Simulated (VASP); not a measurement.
Here is a VASP 6.6.1 calculation.

Contents of INCAR:

```
  PREC = Accurate
  ENCUT = 520
  EDIFF = 1E-6
  ISMEAR = 0
  SIGMA = 0.15
  LREAL = F
  LASPH = T
  NELM = 80
  ALGO = Fast
  ISIF = 2
  LWAVE = F
  LCHARG = T
  GGA = PE
  LELF = T
  LVHAR = T
  NBANDS = 11
```

Contents of KPOINTS:

```
regular mesh
0
Gamma
  14 14 14
```

The input POSCAR:

```
Sr
1.0
    0.0000000000      3.1944675000      3.0423500000
    3.1944675000      0.0000000000      3.0423500000
    3.1944675000      3.1944675000      0.0000000000
Sr
1
Direct
    0.0000000000      0.0000000000      0.0000000000
```

Potentials or basis: VASP PAW PBE potentials, release 64 (Sr_sv).

The run is started by

```console
$ cat potpaw_PBE.64/Sr_sv/POTCAR > POTCAR
$ mpirun -np 1 vasp_std > vasp.out
```

(1) Predict the band gap on the k mesh.

(2) What does it give for the pressure?

Answers

(1) zero (band 5 reaches 1.30 eV, above the bottom of band 6 at 1.13 eV).

(2) -1.2 GPa.

Caveat: the cell differs from its parent crystal (strain +0.050 along x and y, +0.000 along z).
